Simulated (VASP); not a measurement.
Wanted: the native input for a VASP 6.6.1 run.

* Task: electric field gradients
* Functional: PBE
* Potentials or basis: VASP PAW PBE potentials, release 64 (Zn, Pd, O)
* Cutoff: 520 eV
* k mesh: 4 × 4 × 4
* Occupations: fermi-dirac, width 0.02 eV
* Spin: no spin polarisation
* Dipole correction: no
* Further INCAR settings: ALGO = Normal; EDIFF = 1e-08; NBANDS = 71

The structure of Zn2PdO4 lies in POSCAR:

```
Zn2PdO4
1.0
    0.0000000000      4.2545000000      4.2545000000
    4.2545000000      0.0000000000      4.2545000000
    4.2545000000      4.2545000000      0.0000000000
Zn Pd O
4 2 8
Direct
    0.1250000000      0.1250000000      0.1250000000
    0.6250000000      0.1250000000      0.1250000000
    0.1250000000      0.1250000000      0.6250000000
    0.1250000000      0.6250000000      0.1250000000
    0.5000000000      0.5000000000      0.5000000000
    0.7500000000      0.7500000000      0.7500000000
    0.8750000000      0.8750000000      0.8750000000
    0.8750000000      0.3750000000      0.3750000000
    0.8750000000      0.8750000000      0.3750000000
    0.3750000000      0.8750000000      0.3750000000
    0.3750000000      0.8750000000      0.8750000000
    0.3750000000      0.3750000000      0.3750000000
    0.8750000000      0.3750000000      0.8750000000
    0.3750000000      0.3750000000      0.8750000000
```

The input as run:

INCAR

```
ALGO = Normal ; EDIFF = 1E-8
ENCUT = 520 ; GGA = PE
ISIF = 2 ; ISMEAR = -1
LASPH = True ; LCHARG = False
LEFG = True ; LREAL = False
LWAVE = False ; NBANDS = 71
NELM = 80 ; PREC = Accurate
SIGMA = 0.02
```

KPOINTS

```
k-points
0
Gamma
  4 4 4
```

Potentials or basis: VASP PAW PBE potentials, release 64 (Zn, Pd, O).

The run is started by

```sh
$ cat potpaw_PBE.64/Zn/POTCAR potpaw_PBE.64/Pd/POTCAR potpaw_PBE.64/O/POTCAR > POTCAR
$ mpirun -np 1 vasp_std > vasp.out
```

It gave:

```
Pressure                                : 17.3 GPa
Band gap on the k mesh                  : zero (bands 58 and 59 overlap by 0.52 eV)
Largest electric field gradient by atom : Zn +10.5; Pd +0.0; O +126.3 V/Å²
```

Caveat: the cell stands under pressure; without QUAD_EFG the Cq values of the log hold for a quadrupole moment of 1 mb, not for the nuclei.

Wall time 2.2 min on 1 thread of Intel(R) Xeon(R) Platinum 8488C (Sapphire Rapids), with other jobs on the host, peak memory 0.35 GiB.
